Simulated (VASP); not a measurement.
Runs of VASP 6.6.1 on MgHgSe2. The structure is that of space group P-4m2 (No. 115), or close to it. The cells are those of the table. 

| level | cell | k mesh | smearing | grid for exact exchange (PRECFOCK) | share of exact exchange | screening parameter | gap on the mesh (eV) | pressure (GPa) | largest force (eV/Å) |
| --- | --- | --- | --- | --- | --- | --- | --- | --- | --- |
| PBE | a = 4.495, b = 4.495, c = 6.237 Å, 4 atoms | 6 × 6 × 4 | fermi-dirac 0.02 eV | - | - | - | (b) | -3.2 | 0.07 |
| PBE | a = 4.314, b = 4.314, c = 6.306 Å, 4 atoms | 6 × 6 × 4 | fermi-dirac 0.02 eV | - | - | - | 0.47 | -0.8 | 0.07 |
| HSE06 | a = 4.314, b = 4.314, c = 6.306 Å, 4 atoms | 4 × 4 × 4 | gaussian 0.01 eV | Normal | 0.25 | 0.2079 1/Å | 1.29 | (a) | 0.02 |
| HSE06 | a = 4.495, b = 4.495, c = 6.237 Å, 4 atoms | 4 × 4 × 4 | gaussian 0.01 eV | Normal | 0.25 | 0.2079 1/Å | 1.14 | -4.7 | 0.03 |

Alike in all rows: task single point; potentials or basis VASP PAW PBE potentials, release 64 (Mg, Se, Hg); no spin polarisation; cutoff (eV) 520.

Question: Fill in the values left out.

Answer: (a) -2.3; (b) 0.36.

Caveats: spin-orbit coupling is left out, which moves the levels of the heavy elements; the cell stands under tension (at least some runs); the PAW data sets were made with another functional, which shifts forces and pressure a little (at least some runs).

A k mesh can miss the band edges, and the runs leave out spin-orbit coupling on Hg, Se.
